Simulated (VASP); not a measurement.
# Ni (Fm-3m) in VASP: further runs

Ni is run at these levels: PBE; tasks: single point.

Program: VASP 6.6.1. These are calculated values, not measurements. Logs are shortened: lines on timing, memory, paths and dates and some standing lists are left out, and cuts for length are marked.

### Step 1. The cell of the first run

It takes space group Fm-3m (No. 225, cubic). Conventional cell: a = 3.587 Å, b = 3.587 Å, c = 3.587 Å, α = 90.00°, β = 90.00°, γ = 90.00°. Within 3.3 Å of Ni (site symmetry m-3m) lie 12 Ni at 2.54 Å.

### Step 2. Single point, PBE, collinear spin, ferromagnetic start

INCAR

```
ALGO = Normal
EDIFF = 1E-6
ENCUT = 520
GGA = PE
ISIF = 2
ISMEAR = 0
ISPIN = 2
LASPH = T
LCHARG = F
LMAXMIX = 4
LORBIT = 11
LREAL = F
LWAVE = F
MAGMOM = 0.5
NBANDS = 15
NELM = 150
NUPDOWN = 0.5
PREC = Accurate
SIGMA = 0.15
```

KPOINTS

```
k-points
0
Gamma
  24 24 24
```

POSCAR

```
Ni
1.0
    0.0000000000      1.7936504678      1.7936504678
    1.7936504678      0.0000000000      1.7936504678
    1.7936504678      1.7936504678      0.0000000000
Ni
1
Direct
    0.0000000000      0.0000000000      0.0000000000
```

Potentials or basis: VASP PAW PBE potentials, release 64 (Ni).

Run with:

```sh
$ cat potpaw_PBE.64/Ni/POTCAR > POTCAR
$ mpirun -np 1 vasp_std > vasp.out
```

OUTCAR:

```text
EDIFF = 1E-6
   ENCUT = 520
   GGA = PE
   ISIF = 2
   ISMEAR = 0
   ISPIN = 2
   LASPH = T
   LORBIT = 11
   LREAL = F
   NELM = 150
   NUPDOWN = 0.5
   PREC = Accurate

 ion  position               nearest neighbor table
   1  0.000  0.000  0.000-

  LATTYP: Found a face centered cubic cell.
 ALAT       =     3.5873009356

  Lattice vectors:

 A1 = (   0.0000000000,   1.7936504678,   1.7936504678)
 A2 = (   1.7936504678,   0.0000000000,   1.7936504678)
 A3 = (   1.7936504678,   1.7936504678,   0.0000000000)

Analysis of symmetry for initial positions (statically):
=====================================================================
 Subroutine PRICEL returns:
 Original cell was already a primitive cell.

 Routine SETGRP: Setting up the symmetry group for a
 face centered cubic supercell.

 Subroutine GETGRP returns: Found 48 space group operations
 (whereof 48 operations were pure point group operations)
 out of a pool of 48 trial point group operations.

The static configuration has the point symmetry O_h .

Analysis of symmetry for dynamics (positions and initial velocities):
=====================================================================
 Subroutine PRICEL returns:
 Original cell was already a primitive cell.

 Routine SETGRP: Setting up the symmetry group for a
 face centered cubic supercell.

 Subroutine GETGRP returns: Found 48 space group operations
 (whereof 48 operations were pure point group operations)
 out of a pool of 48 trial point group operations.

The dynamic configuration has the point symmetry O_h .

Analysis of structural, dynamic, and magnetic symmetry:
=====================================================================
 Subroutine PRICEL returns:
 Original cell was already a primitive cell.

 Routine SETGRP: Setting up the symmetry group for a
 face centered cubic supercell.

 Subroutine GETGRP returns: Found 48 space group operations
 (whereof 48 operations were pure point group operations)
 out of a pool of 48 trial point group operations.

The overall configuration has the point symmetry O_h .

 Subroutine INISYM returns: Found 48 space group operations
 (whereof 48 operations are pure point group operations),
 and found     1 'primitive' translations

----------------------------------------------------------------------------------------

                                     Primitive cell

  volume of cell :      11.5410

  direct lattice vectors                    reciprocal lattice vectors
[... 125 lines left out ...]
 number of electron       9.9999993 magnetization       0.4999999

 Free energy of the ion-electron system (eV)
  ---------------------------------------------------
  ext. energy  EPLUGINS =         0.00000000
  ---------------------------------------------------
  free energy    TOTEN  =        -5.44938060 eV

  energy without entropy =       -5.42574746  energy(sigma->0) =       -5.43756403

 E-fermi :   8.5570     XC(G=0): -12.9082

 val. band max:        8.5540573138   @ k =  -0.4167   0.0417   0.0000
 cond. band min:       8.3403495839   @ k =   0.4167   0.0833   0.0000
 fundamental gap:     -0.2137077299
 Fermi energy:         8.3056433279

 spin component 1

 k-point     1 :       0.0000    0.0000    0.0000
  band No.  band energies     occupation
      1      -0.0311      1.00000
      2       6.3661      1.00000
      3       6.3661      1.00000
      4       6.3661      1.00000
      5       7.4476      1.00000
      6       7.4476      1.00000
      7      31.7847      0.00000
      8      35.2017      0.00000
      9      35.2017      0.00000
     10      35.2017      0.00000
     11      37.9842      0.00000
     12      37.9842      0.00000
     13      37.9842      0.00000
     14      41.0437      0.00000
[... 403 lines left out ...]
      4       7.4709      1.00000
      5       8.0355      0.99457
      6       8.4631      0.06882
      7      14.6516      0.00000
      8      30.0785      0.00000
      9      31.3964      0.00000
     10      32.0523      0.00000
     11      35.7878      0.00000
     12      36.2328      0.00000
     13      41.2158      0.00000
     14      50.6749      0.00000
     15      53.0071      0.00000

 [... further k-points ...]

 spin component 2

 k-point     1 :       0.0000    0.0000    0.0000
  band No.  band energies     occupation
      1      -0.0859      1.00000
      2       6.9885      1.00000
      3       6.9885      1.00000
      4       6.9885      1.00000
      5       7.9096      1.00000
      6       7.9097      1.00000
      7      31.6161      0.00000
      8      35.1670      0.00000
      9      35.1670      0.00000
     10      35.1670      0.00000
     11      38.0418      0.00000
     12      38.0418      0.00000
     13      38.0418      0.00000
     14      40.9113      0.00000
[... 403 lines left out ...]
      4       7.7012      1.00000
      5       8.6467      0.19899
      6       8.8604      0.00212
      7      14.9287      0.00000
      8      29.9458      0.00000
      9      31.4425      0.00000
     10      32.1041      0.00000
     11      35.7774      0.00000
     12      36.2388      0.00000
     13      41.2796      0.00000
     14      50.7275      0.00000
     15      53.0318      0.00000

 [... further k-points ...]

------------------------ aborting loop because EDIFF is reached ----------------------------------------

  FORCE on cell =-STRESS in cart. coord.  units (eV):
  Direction    XX          YY          ZZ          XY          YZ          ZX
  --------------------------------------------------------------------------------------
  -------------------------------------------------------------------------------------
  Total       -0.7387461     -0.7387461     -0.7387461      0.0000000      0.0000000      0.0000000
  in kB     -102.5562996   -102.5562996   -102.5562996      0.0000000      0.0000000      0.0000000
  external PRESSURE =    -102.5562996 kB  Pullay stress =       0.0000000 kB

 VOLUME and BASIS-vectors are now :
 -----------------------------------------------------------------------------
  energy-cutoff  :      520.00
  volume of cell :       11.54
      direct lattice vectors                 reciprocal lattice vectors
     0.000000000  1.793650468  1.793650468    -0.278761113  0.278761113  0.278761113
     1.793650468  0.000000000  1.793650468     0.278761113 -0.278761113  0.278761113
     1.793650468  1.793650468  0.000000000     0.278761113  0.278761113 -0.278761113

 POSITION                                       TOTAL-FORCE (eV/Angst)
 -----------------------------------------------------------------------------------
      0.00000      0.00000      0.00000         0.000000      0.000000      0.000000
 -----------------------------------------------------------------------------------
    total drift:                                0.000000      0.000000      0.000000

  FREE ENERGIE OF THE ION-ELECTRON SYSTEM (eV)
  ---------------------------------------------------
  free  energy   TOTEN  =        -5.4493806018 eV

  energy  without entropy=       -5.4257474610  energy(sigma->0) =       -5.43756403

 total charge

# of ion       s       p       d       tot
------------------------------------------
    1        0.471   0.444   8.299   9.214

 magnetization (x)

# of ion       s       p       d       tot
------------------------------------------
    1       -0.008  -0.025   0.552   0.518
```

Wall time 1.7 min (1 thread of Intel Xeon Platinum 8259CL at 2.50GHz (Skylake/Cascade Lake), shared host); peak memory 0.22 GiB.

Results:

```yaml
Free_energy: -5.4494 eV
Pressure: -10.3 GPa
Net_moment: 0.50 μB per cell
Site_moments: Ni +0.52 μB
Valence_electrons_inside_the_program's_atomic_spheres: Ni 9.21
```

Caveat: the total moment is fixed, so each spin has its own Fermi level.

### Step 3. Single point, PBE, collinear spin, ferromagnetic start

INCAR

```
ALGO = Normal
EDIFF = 1E-6
ENCUT = 520
GGA = PE
ISIF = 2
ISMEAR = 0
ISPIN = 2
LASPH = True
LCHARG = False
LMAXMIX = 4
LORBIT = 11
LREAL = False
LWAVE = False
MAGMOM = 0.875
NBANDS = 15
NELM = 150
NUPDOWN = 0.875
PREC = Accurate
SIGMA = 0.15
```

KPOINTS is that of step 2.

POSCAR is that of step 2.

Potentials or basis: VASP PAW PBE potentials, release 64 (Ni).

Run with:

```sh
$ cat potpaw_PBE.64/Ni/POTCAR > POTCAR
$ mpirun -np 1 vasp_std > vasp.out
```

OUTCAR:

```text
EDIFF = 1E-6
   ENCUT = 520
   GGA = PE
   ISIF = 2
   ISMEAR = 0
   ISPIN = 2
   LASPH = True
   LORBIT = 11
   LREAL = False
   NELM = 150
   NUPDOWN = 0.875
   PREC = Accurate

 ion  position               nearest neighbor table
   1  0.000  0.000  0.000-

  LATTYP: Found a face centered cubic cell.
 ALAT       =     3.5873009356

  Lattice vectors:

 A1 = (   0.0000000000,   1.7936504678,   1.7936504678)
 A2 = (   1.7936504678,   0.0000000000,   1.7936504678)
[... 1074 lines left out ...]
  -------------------------------------------------------------------------------------
  Total       -0.5949616     -0.5949616     -0.5949616     -0.0000000      0.0000000     -0.0000000
  in kB      -82.5954466    -82.5954466    -82.5954466     -0.0000000      0.0000000     -0.0000000
  external PRESSURE =     -82.5954466 kB  Pullay stress =       0.0000000 kB

 VOLUME and BASIS-vectors are now :
 -----------------------------------------------------------------------------
  energy-cutoff  :      520.00
  volume of cell :       11.54
      direct lattice vectors                 reciprocal lattice vectors
     0.000000000  1.793650468  1.793650468    -0.278761113  0.278761113  0.278761113
     1.793650468  0.000000000  1.793650468     0.278761113 -0.278761113  0.278761113
     1.793650468  1.793650468  0.000000000     0.278761113  0.278761113 -0.278761113

 POSITION                                       TOTAL-FORCE (eV/Angst)
 -----------------------------------------------------------------------------------
      0.00000      0.00000      0.00000        -0.000000      0.000000      0.000000
 -----------------------------------------------------------------------------------
    total drift:                                0.000000      0.000000      0.000000

  FREE ENERGIE OF THE ION-ELECTRON SYSTEM (eV)
  ---------------------------------------------------
  free  energy   TOTEN  =        -5.4243980371 eV

  energy  without entropy=       -5.4060736682  energy(sigma->0) =       -5.41523585

 total charge

# of ion       s       p       d       tot
------------------------------------------
    1        0.481   0.461   8.262   9.204

 magnetization (x)

# of ion       s       p       d       tot
------------------------------------------
    1        0.002  -0.009   0.887   0.881
```

It took 2 min on 1 thread of Intel Xeon Platinum 8259CL at 2.50GHz (Skylake/Cascade Lake), shared host; peak memory 0.22 GiB.

Results:

```yaml
Free_energy: -5.4244 eV
Pressure: -8.3 GPa
Net_moment: 0.87 μB per cell
Site_moments: Ni +0.88 μB
Valence_electrons_inside_the_program's_atomic_spheres: Ni 9.20
```

Caveat: the total moment is fixed, so each spin has its own Fermi level.
